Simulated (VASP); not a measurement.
# Ta (P6_3/mmc) in VASP: notebook

Ta is run at these levels: PBEsol; tasks: single point, relaxation of cell and atoms.

Program: VASP 6.6.1. These are calculated values, not measurements. Logs are shortened: lines on timing, memory, paths and dates and some standing lists are left out, and cuts for length are marked.

### 1 The cell of the first run

Symmetry: P6_3/mmc, No. 194, hexagonal system. The conventional cell has a = 2.901 Å, b = 2.901 Å, c = 5.170 Å, α = 90.00°, β = 90.00°, γ = 120.00°. Within 3.8 Å of Ta (site symmetry -6m2) lie 12 Ta at 2.90 to 3.08 Å.

This isn't the form of Ta at room conditions, which is bcc.

### 2 Single point, PBEsol (18.84 Å³/atom)

Input file INCAR:

```
PREC = Accurate ; ENCUT = 520
EDIFF = 1E-6 ; ISMEAR = -1
SIGMA = 0.1 ; LREAL = F
LASPH = T ; NELM = 100
ALGO = Normal ; ISIF = 2
LWAVE = F ; LCHARG = T
GGA = PS ; LELF = T
LVHAR = T ; NBANDS = 18
```

Input file KPOINTS:

```
Automatic mesh
0
Gamma
  14 14 7
```

Input file POSCAR:

```
Ta
1.0
    2.9010295961      0.0000000000      0.0000000000
   -1.4505147981      2.5123653274      0.0000000000
    0.0000000000      0.0000000000      5.1699197597
Ta
2
Direct
    0.3333333333      0.6666666667      0.2500000000
    0.6666666667      0.3333333333      0.7500000000
```

Potentials or basis: VASP PAW PBE potentials, release 64 (Ta_pv).

Run with:

```sh
$ cat potpaw_PBE.64/Ta_pv/POTCAR > POTCAR
$ mpirun -np 1 vasp_std > vasp.out
```

OUTCAR:

```text
PREC = Accurate
   ENCUT = 520
   EDIFF = 1E-6
   ISMEAR = -1
   LREAL = F
   LASPH = T
   NELM = 100
   ISIF = 2
   GGA = PS

 ion  position               nearest neighbor table
   1  0.333  0.667  0.250-   2 3.08   2 3.08   2 3.08   2 3.08   2 3.08   2 3.08
   2  0.667  0.333  0.750-   1 3.08   1 3.08   1 3.08   1 3.08   1 3.08   1 3.08

  LATTYP: Found a hexagonal cell.
 ALAT       =     2.9010295961
 C/A-ratio  =     1.7820982477

  Lattice vectors:

 A1 = (   2.9010295961,   0.0000000000,   0.0000000000)
 A2 = (  -1.4505147981,   2.5123653274,   0.0000000000)
 A3 = (   0.0000000000,   0.0000000000,   5.1699197597)

Analysis of symmetry for initial positions (statically):
=====================================================================
 Subroutine PRICEL returns:
 Original cell was already a primitive cell.

 Routine SETGRP: Setting up the symmetry group for a
 hexagonal supercell.

 Subroutine GETGRP returns: Found 24 space group operations
 (whereof 12 operations were pure point group operations)
 out of a pool of 24 trial point group operations.

The static configuration has the point symmetry D_3d.
 The point group associated with its full space group is D_6h.

Analysis of symmetry for dynamics (positions and initial velocities):
=====================================================================
 Subroutine PRICEL returns:
 Original cell was already a primitive cell.

 Routine SETGRP: Setting up the symmetry group for a
 hexagonal supercell.

 Subroutine GETGRP returns: Found 24 space group operations
 (whereof 12 operations were pure point group operations)
 out of a pool of 24 trial point group operations.

The dynamic configuration has the point symmetry D_3d.
 The point group associated with its full space group is D_6h.

 Subroutine INISYM returns: Found 24 space group operations
 (whereof 12 operations are pure point group operations),
 and found     1 'primitive' translations

----------------------------------------------------------------------------------------

                                     Primitive cell

  volume of cell :      37.6807

  direct lattice vectors                    reciprocal lattice vectors
     2.901029596  0.000000000  0.000000000     0.344705204  0.199015643  0.000000000
    -1.450514798  2.512365327  0.000000000     0.000000000  0.398031285  0.000000000
     0.000000000  0.000000000  5.169919760     0.000000000  0.000000000  0.193426600

  length of vectors
     2.901029596  2.901029596  5.169919760     0.398031285  0.398031285  0.193426600

  position of ions in fractional coordinates (direct lattice)
     0.333333333  0.666666667  0.250000000
     0.666666667  0.333333333  0.750000000

  ion indices of the primitive-cell ions
   primitive index   ion index
                 1           1
                 2           2

----------------------------------------------------------------------------------------

 KPOINTS: Automatic mesh

Automatic generation of k-mesh.
 Grid dimensions read from file:
 generate k-points for:   14   14    7

 Generating k-lattice:

  Cartesian coordinates                     Fractional coordinates (reciprocal lattice)
     0.024621800  0.014215403  0.000000000     0.071428571  0.000000000  0.000000000
     0.000000000  0.028430806  0.000000000     0.000000000  0.071428571  0.000000000
     0.000000000  0.000000000  0.027632371     0.000000000  0.000000000  0.142857143

  Length of vectors
     0.028430806  0.028430806  0.027632371

  Shift w.r.t. Gamma in fractional coordinates (k-lattice)
     0.000000000  0.000000000  0.000000000

 Subroutine IBZKPT returns following result:
 ===========================================

 Found     96 irreducible k-points:

 Following reciprocal coordinates:
            Coordinates               Weight
  0.000000  0.000000  0.000000      1.000000
  0.071429 -0.000000  0.000000      6.000000
  0.142857 -0.000000  0.000000      6.000000
  0.214286 -0.000000  0.000000      6.000000
  0.285714  0.000000  0.000000      6.000000
  0.357143 -0.000000  0.000000      6.000000
[... 16 lines left out ...]
  0.285714  0.285714  0.000000      6.000000
  0.357143  0.285714  0.000000      6.000000
 [... further k-points ...]
   k-points           NKPTS =     96   k-points in BZ     NKDIM =     96   number of bands    NBANDS=     18
   number of dos      NEDOS =    301   number of ions     NIONS =      2
   total plane-waves  NPLWV =  23040
   dimension x,y,z NGX =    24 NGY =   24 NGZ =   40
   dimension x,y,z NGXF=    48 NGYF=   48 NGZF=   80
   ions per type =               2
   NGX,Y,Z   is equivalent  to a cutoff of  13.75, 13.75, 12.86 a.u.
   NGXF,Y,Z  is equivalent  to a cutoff of  27.51, 27.51, 25.73 a.u.
 SYSTEM =  unknown system
   PREC   = accura    normal or accurate (medium, high low for compatibility)
   ISTART =      0    job   : 0-new  1-cont  2-samecut
   ICHARG =      2    charge: 1-file 2-atom 10-const
[... 94 lines left out ...]
     17      10.7262      0.00000
     18      11.8364      0.00000

 k-point     4 :       0.2143   -0.0000    0.0000
  band No.  band energies     occupation
      1     -29.0000      2.00000
      2     -28.6145      2.00000
      3     -28.5326      2.00000
      4     -28.3459      2.00000
      5     -28.3147      2.00000
      6     -28.2023      2.00000
[... 10 lines left out ...]
     17      10.8462      0.00000
     18      12.9340      0.00000

 k-point     5 :       0.2857    0.0000    0.0000
  band No.  band energies     occupation
      1     -28.9126      2.00000
      2     -28.8424      2.00000
      3     -28.7522      2.00000
      4     -28.3744      2.00000
      5     -28.3677      2.00000
      6     -28.2481      2.00000
[... 10 lines left out ...]
     17      10.8991      0.00000
     18      13.2307      0.00000

 k-point     6 :       0.3571   -0.0000    0.0000
  band No.  band energies     occupation
      1     -29.0433      2.00000
      2     -28.9429      2.00000
      3     -28.8215      2.00000
      4     -28.4271      2.00000
      5     -28.3992      2.00000
      6     -28.2897      2.00000
[... 10 lines left out ...]
     17      10.9035      0.00000
     18      13.0562      0.00000

 k-point     7 :       0.4286   -0.0000    0.0000
  band No.  band energies     occupation
      1     -29.1798      2.00000
      2     -29.0715      2.00000
      3     -28.7444      2.00000
      4     -28.4629      2.00000
      5     -28.4347      2.00000
      6     -28.3185      2.00000
[... 10 lines left out ...]
     17      11.5317      0.00000
     18      13.2406      0.00000

 k-point     8 :       0.5000   -0.0000    0.0000
  band No.  band energies     occupation
      1     -29.2279      2.00000
      2     -29.1168      2.00000
      3     -28.7110      2.00000
      4     -28.4756      2.00000
      5     -28.4533      2.00000
      6     -28.3288      2.00000
[... 10 lines left out ...]
     17      12.3162      0.00000
     18      12.3848      0.00000
[... 229 lines left out ...]
     17      13.2574      0.00000
     18      13.9839      0.00000

 k-point    20 :       0.2143    0.2143    0.0000
  band No.  band energies     occupation
      1     -28.9507      2.00000
      2     -28.9223      2.00000
      3     -28.7962      2.00000
      4     -28.5324      2.00000
      5     -28.4434      2.00000
      6     -28.4088      2.00000
[... 10 lines left out ...]
     17      11.5979      0.00000
     18      13.8711      0.00000

 k-point    21 :       0.2857    0.2143    0.0000
  band No.  band energies     occupation
      1     -29.0410      2.00000
      2     -28.9739      2.00000
      3     -28.7154      2.00000
      4     -28.6352      2.00000
      5     -28.5325      2.00000
      6     -28.4489      2.00000
[... 10 lines left out ...]
     17      12.8484      0.00000
     18      14.6111      0.00000

 k-point    22 :       0.3571    0.2143    0.0000
  band No.  band energies     occupation
      1     -29.0899      2.00000
      2     -28.9889      2.00000
      3     -28.7060      2.00000
      4     -28.6533      2.00000
      5     -28.5823      2.00000
      6     -28.4884      2.00000
[... 10 lines left out ...]
     17      13.2719      0.00000
     18      13.5570      0.00000

 k-point    23 :       0.2857    0.2857    0.0000
  band No.  band energies     occupation
      1     -29.0277      2.00000
      2     -28.9534      2.00000
      3     -28.7579      2.00000
      4     -28.6613      2.00000
      5     -28.6428      2.00000
      6     -28.4956      2.00000
[... 10 lines left out ...]
     17      13.2115      0.00000
     18      13.3118      0.00000

 k-point    24 :       0.3571    0.2857    0.0000
  band No.  band energies     occupation
      1     -29.0098      2.00000
      2     -28.9075      2.00000
      3     -28.8372      2.00000
      4     -28.7235      2.00000
      5     -28.5969      2.00000
      6     -28.5322      2.00000
[... 10 lines left out ...]
     17      12.6436      0.00000
     18      12.8259      0.00000

 [... further k-points ...]

------------------------ aborting loop because EDIFF is reached ----------------------------------------

  FORCE on cell =-STRESS in cart. coord.  units (eV):
  Direction    XX          YY          ZZ          XY          YZ          ZX
  --------------------------------------------------------------------------------------
  -------------------------------------------------------------------------------------
  Total       -1.6109441     -1.6109441     -1.6813109      0.0000000     -0.0000000      0.0000000
  in kB      -68.4971174    -68.4971174    -71.4891062      0.0000000     -0.0000000      0.0000000
  external PRESSURE =     -69.4944470 kB  Pullay stress =       0.0000000 kB

 VOLUME and BASIS-vectors are now :
 -----------------------------------------------------------------------------
  energy-cutoff  :      520.00
  volume of cell :       37.68
      direct lattice vectors                 reciprocal lattice vectors
     2.901029596  0.000000000  0.000000000     0.344705204  0.199015643  0.000000000
    -1.450514798  2.512365327  0.000000000     0.000000000  0.398031285  0.000000000
     0.000000000  0.000000000  5.169919760     0.000000000  0.000000000  0.193426600

 POSITION                                       TOTAL-FORCE (eV/Angst)
 -----------------------------------------------------------------------------------
     -0.00000      1.67491      1.29248         0.000000     -0.000000      0.000000
      1.45051      0.83746      3.87744        -0.000000      0.000000      0.000000
 -----------------------------------------------------------------------------------
    total drift:                               -0.000000      0.000000     -0.000000

  FREE ENERGIE OF THE ION-ELECTRON SYSTEM (eV)
  ---------------------------------------------------
  free  energy   TOTEN  =       -24.5221056298 eV

  energy  without entropy=      -24.4366083180  energy(sigma->0) =      -24.47935697
```

Wall time 20 s (1 thread of Intel Xeon 6975P-C (Granite Rapids), shared host); peak memory 0.19 GiB.

Results:

```yaml
Free_energy: -24.5221 eV
Pressure: -6.9 GPa
Band_gap_on_the_k_mesh: zero (bands 11 and 12 overlap by 1.73 eV)
```

Caveat: the cell stands under tension; the PAW data sets were made with another functional, which shifts forces and pressure a little; spin-orbit coupling is left out, which moves the levels of the heavy elements.

### 3 Single point, PBEsol (19.56 Å³/atom)

This run uses another cell than the first one, of 19.56 Å³/atom.

Input file INCAR:

```
  ALGO = Normal
  EDIFF = 1E-7
  ENCUT = 520
  GGA = PS
  ISIF = 2
  ISMEAR = -1
  LASPH = T
  LCHARG = F
  LREAL = F
  LWAVE = F
  NBANDS = 18
  NELM = 80
  PREC = Accurate
  SIGMA = 0.1
```

Input file KPOINTS:

```
k-points
0
Gamma
  14 14 7
```

Input file POSCAR:

```
Ta
1.0
    2.9377553885      0.0000000000      0.0000000000
   -1.4688776943      2.5441707965      0.0000000000
    0.0000000000      0.0000000000      5.2353687300
Ta
2
Direct
    0.3333333333      0.6666666667      0.2500000000
    0.6666666667      0.3333333333      0.7500000000
```

Potentials or basis: VASP PAW PBE potentials, release 64 (Ta_pv).

Run with:

```sh
$ cat potpaw_PBE.64/Ta_pv/POTCAR > POTCAR
$ mpirun -np 1 vasp_std > vasp.out
```

It took 22 s on 1 thread of Intel Xeon 6975P-C (Granite Rapids), shared host; peak memory 0.19 GiB.

Results (log left out):

* Free energy: -24.4310 eV
* Pressure: -13.1 GPa
* Band gap on the k mesh: zero (bands 11 and 12 overlap by 1.62 eV)

Stress tensor (GPa, compression positive):
```
-13.21   0.00   0.00
  0.00 -13.21   0.00
  0.00   0.00 -12.80
```

Levels at points of the mesh, in eV from the Fermi level:
| k point | band 7 | band 8 | band 9 | band 10 | band 11 | band 12 | band 13 | band 14 | band 15 | band 16 |
| --- | --- | --- | --- | --- | --- | --- | --- | --- | --- | --- |
| (0.00, 0.00, 0.00) | -7.99 | -4.75 | -0.49 | -0.17 | 0.62 | 0.62 | 1.15 | 1.15 | 2.86 | 2.86 |
| (0.50, 0.00, 0.00) | -3.90 | -3.62 | -3.12 | -0.49 | -0.33 | 0.48 | 0.87 | 5.26 | 6.13 | 6.40 |

Caveat: the cell stands under tension; the PAW data sets were made with another functional, which shifts forces and pressure a little; spin-orbit coupling is left out, which moves the levels of the heavy elements.

### 4 Single point, PBEsol (20.29 Å³/atom)

This run uses another cell than the first one, of 20.29 Å³/atom.

Input file INCAR:

```
SYSTEM = Ta
PREC = Accurate ; ENCUT = 520
EDIFF = 1E-7 ; ISMEAR = -1
SIGMA = 0.1 ; LREAL = .False.
LASPH = .True. ; NELM = 60
ALGO = Normal ; ISIF = 2
LWAVE = .False. ; LCHARG = .True.
GGA = PS ; LELF = .True.
LVHAR = .True. ; NBANDS = 18
```

Input file KPOINTS:

```
regular mesh
0
Gamma
  14 14 7
  0 0 0
```

Input file POSCAR:

```
Ta
1.0
    2.9735852049      0.0000000000      0.0000000000
   -1.4867926025      2.5752003278      0.0000000000
    0.0000000000      0.0000000000      5.2992209830
Ta
2
Direct
    0.3333333333      0.6666666667      0.2500000000
    0.6666666667      0.3333333333      0.7500000000
```

Run with:

```sh
$ cat potpaw_PBE.64/Ta_pv/POTCAR > POTCAR
$ mpirun -np 1 vasp_std > vasp.out
```

Run time: 22 s. Hardware: 1 thread of Intel Xeon 6975P-C (Granite Rapids), shared host; peak memory 0.19 GiB.

The run converged. Its results:

```yaml
Free_energy: -24.2896 eV
Pressure: -18.1 GPa
Band_gap_on_the_k_mesh: zero (bands 11 and 12 overlap by 1.55 eV)
```

Stress tensor (GPa, compression positive):
```
-18.48   0.00   0.00
  0.00 -18.48   0.00
  0.00   0.00 -17.39
```

Levels at points of the mesh, in eV from the Fermi level:
| k point | band 8 | band 9 | band 10 | band 11 | band 12 | band 13 | band 14 | band 15 |
| --- | --- | --- | --- | --- | --- | --- | --- | --- |
| (0.00, 0.00, 0.00) | -4.63 | -0.45 | -0.25 | 0.61 | 0.61 | 1.11 | 1.11 | 2.75 |
| (0.50, 0.00, 0.00) | -3.46 | -2.96 | -0.54 | -0.31 | 0.45 | 0.86 | 5.02 | 5.84 |

Caveat: the cell stands under tension; the PAW data sets were made with another functional, which shifts forces and pressure a little; spin-orbit coupling is left out, which moves the levels of the heavy elements.

### 5 Relaxation of cell and atoms, PBEsol

This run uses another cell than the first one, of 18.06 Å³/atom.

Input file INCAR:

```
  PREC = Accurate
  ENCUT = 600
  EDIFF = 1E-6
  ISMEAR = -1
  SIGMA = 0.1
  LREAL = F
  LASPH = T
  NELM = 80
  ALGO = Normal
  ISIF = 3
  LWAVE = F
  LCHARG = F
  GGA = PS
  IBRION = 2
  NSW = 80
  EDIFFG = -0.01
```

Input file KPOINTS:

```
Automatic mesh
0
Gamma
  12 12 7
```

Input file POSCAR:

```
Ta
1.0
    2.9451288715      0.0000000000      0.0000000000
   -1.4725644358      2.5505564202      0.0000000000
    0.0000000000      0.0000000000      4.8093954472
Ta
2
Direct
    0.3333333333      0.6666666667      0.2500000000
    0.6666666667      0.3333333333      0.7500000000
```

Run with:

```sh
$ cat potpaw_PBE.64/Ta_pv/POTCAR > POTCAR
$ mpirun -np 1 vasp_std > vasp.out
```

Run time: 77 s. Hardware: 1 thread of Intel Xeon 6975P-C (Granite Rapids), shared host; peak memory 0.19 GiB.

The run converged. Its results:

* Free energy: -24.5568 eV
* Relaxed volume: 18.13 Å³/atom
* Relaxed cell: a = 2.864 Å, b = 2.864 Å, c = 5.103 Å, α = 90.00°, β = 90.00°, γ = 120.00°
* Space group after relaxing (to 0.1 Å): P6_3/mmc (No. 194)
* Energy gained by relaxing: 47.7 meV/atom
* Ionic steps: 7
* Pressure after relaxing: 0.0 GPa
* Band gap on the k mesh: zero (bands 11 and 12 overlap by 1.83 eV)

Step by step:
| step | energy change (eV) | largest force (eV/Å) | pressure (GPa) | volume (Å³) |
| --- | --- | --- | --- | --- |
| 1 | 0.0000 | 0.0000 | 0.72 | 36.13 |
| 2 | -0.0855 | 0.0000 | -1.46 | 36.50 |
| 3 | -0.0932 | 0.0000 | -1.93 | 36.61 |
| 4 | -0.0808 | 0.0000 | 5.02 | 35.43 |
| 5 | -0.0955 | 0.0000 | -0.08 | 36.28 |
| 6 | -0.0955 | 0.0000 | -0.05 | 36.27 |
| 7 | -0.0955 | 0.0000 | 0.04 | 36.25 |

Final structure:
```cif
data_structure
_symmetry_space_group_name_H-M 'P 1'
_symmetry_Int_Tables_number 1
_cell_length_a 2.8642
_cell_length_b 2.8642
_cell_length_c 5.1029
_cell_angle_alpha 90.000
_cell_angle_beta 90.000
_cell_angle_gamma 120.000
_cell_volume 36.25
loop_
_atom_site_label
_atom_site_type_symbol
_atom_site_fract_x
_atom_site_fract_y
_atom_site_fract_z
_atom_site_occupancy
Ta1 Ta 0.33333 0.66667 0.25000 1
Ta2 Ta 0.66667 0.33333 0.75000 1
```

Levels at points of the mesh, in eV from the Fermi level:
```csv
k point,band 9,band 10,band 11,band 12,band 13,band 14
"(0.00, 0.00, 0.00)",-0.61,0.00,0.59,0.59,1.19,1.19
"(0.50, 0.00, 0.00)",-3.50,-0.39,-0.38,0.53,0.85,5.78
```

Caveat: the PAW data sets were made with another functional, which shifts forces and pressure a little; spin-orbit coupling is left out, which moves the levels of the heavy elements.

### 6 Single point, PBEsol

This run uses another cell than the first one, of 18.12 Å³/atom.

Input file INCAR:

```
  PREC = Accurate
  ENCUT = 520
  EDIFF = 1E-6
  ISMEAR = -1
  SIGMA = 0.1
  LREAL = False
  LASPH = True
  NELM = 100
  ALGO = Normal
  ISIF = 2
  LWAVE = False
  LCHARG = False
  GGA = PS
  NBANDS = 18
```

Input file KPOINTS:

```
regular mesh
0
Gamma
  21 21 10
```

Input file POSCAR:

```
Ta
1.0
    2.8633496222      0.0000000000      0.0000000000
   -1.4316748111      2.4797335127      0.0000000000
    0.0000000000      0.0000000000      5.1027703442
Ta
2
Direct
    0.3333333333      0.6666666667      0.2500000000
    0.6666666667      0.3333333333      0.7500000000
```

Potentials or basis: VASP PAW PBE potentials, release 64 (Ta_pv).

Run with:

```sh
$ cat potpaw_PBE.64/Ta_pv/POTCAR > POTCAR
$ mpirun -np 1 vasp_std > vasp.out
```

Wall time 51 s (1 thread of Intel Xeon 6975P-C (Granite Rapids), shared host); peak memory 0.27 GiB.

The run converged. Its results:

| Property | Result |
| --- | --- |
| Free energy | -24.5513 eV |
| Pressure | 0.4 GPa |
| Band gap on the k mesh | zero (bands 11 and 12 overlap by 2.38 eV) |

Stress tensor (GPa, compression positive):
```
 0.60  0.00  0.00
 0.00  0.60  0.00
 0.00  0.00 -0.14
```

Levels at points of the mesh, in eV from the Fermi level:
```
           k point  band 7  band 8  band 9  band 10  band 11  band 12  band 13  band 14  band 15  band 16
(0.00, 0.00, 0.00)   -8.32   -5.03   -0.61     0.01     0.60     0.60     1.19     1.19     3.09     3.09
(0.00, 0.00, 0.50)   -6.43   -6.43   -1.21    -1.21     0.65     0.65     0.65     0.65     4.60     4.60
```

Caveat: the PAW data sets were made with another functional, which shifts forces and pressure a little; spin-orbit coupling is left out, which moves the levels of the heavy elements.

### 7 The runs side by side

```tsv
task	cell	k mesh	cutoff (eV)	gap on the mesh (eV)	pressure (GPa)
single point	a = 2.901, b = 2.901, c = 5.170 Å, angles 90.0, 90.0, 120.0°, 2 atoms	14 × 14 × 7	520	none	-6.9
single point	a = 2.938, b = 2.938, c = 5.235 Å, angles 90.0, 90.0, 120.0°, 2 atoms	14 × 14 × 7	520	none	-13.1
single point	a = 2.974, b = 2.974, c = 5.299 Å, angles 90.0, 90.0, 120.0°, 2 atoms	14 × 14 × 7	520	none	-18.1
relaxation of cell and atoms	relaxed from a = 2.945, b = 2.945, c = 4.809 Å, angles 90.0, 90.0, 120.0°, 2 atoms	12 × 12 × 7	600	none	0.0
single point	a = 2.863, b = 2.863, c = 5.103 Å, angles 90.0, 90.0, 120.0°, 2 atoms	21 × 21 × 10	520	none	0.4
```

Alike in all rows: level PBEsol; potentials or basis VASP PAW PBE potentials, release 64 (Ta_pv); no spin polarisation; smearing fermi-dirac 0.1 eV.

Caveats: the PAW data sets were made with another functional, which shifts forces and pressure a little; spin-orbit coupling is left out, which moves the levels of the heavy elements; the cell stands under tension (at least some runs).

Total energies depend on the potentials used, so only differences within one code and one set of settings carry meaning.
